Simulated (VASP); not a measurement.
Here is a VASP 6.6.1 calculation.

Contents of INCAR:

```
PREC     = Accurate       # precision mode
ENCUT    = 520            # plane-wave cutoff, eV
EDIFF    = 1E-7           # SCF threshold, eV
ISMEAR   = 0              # smearing method
SIGMA    = 0.05           # smearing width, eV
LREAL    = False          # projectors in reciprocal space
LASPH    = True           # aspherical terms in the spheres
NELM     = 100            # most SCF steps
ALGO     = Normal         # electronic algorithm
ISIF     = 2              # what is computed and relaxed
LWAVE    = False          # write WAVECAR
LCHARG   = False          # write CHGCAR
GGA      = PE             # functional
IVDW     = 12             # dispersion correction
NBANDS   = 22             # bands
```

File KPOINTS:

```
regular mesh
0
Gamma
  8 8 4
```

The input POSCAR:

```
F
1.0
    2.7073364598     -1.8274947969      0.2857131607
    2.7073364598      1.8274947969      0.2857131607
   -0.8456245961      0.0000000000      6.8843873233
F
4
Direct
    0.9138648456      0.5855481450      0.0939279973
    0.4144518550      0.0861351544      0.4060720027
    0.0861351544      0.4144518550      0.9060720027
    0.5855481450      0.9138648456      0.5939279973
```

Potentials or basis: VASP PAW PBE potentials, release 64 (F).

Launch:

```bash
$ cat potpaw_PBE.64/F/POTCAR > POTCAR
$ mpirun -np 1 vasp_std > vasp.out
```

Question: Predict the dispersion energy per atom.

Answer: -0.027 eV.

Question: Predict the band gap on the k mesh.

Answer: 2.64 eV.

Question: Predict the pressure.

Answer: -1.9 GPa.

Question: What does it give for the largest force?

Answer: 0.579 eV/Å.

Forces on the atoms (eV/Å):
```
F    0.067 -0.259 -0.513
F   -0.067 -0.259  0.513
F   -0.067  0.259  0.513
F    0.067  0.259 -0.513
```

A k mesh can miss the band edges.
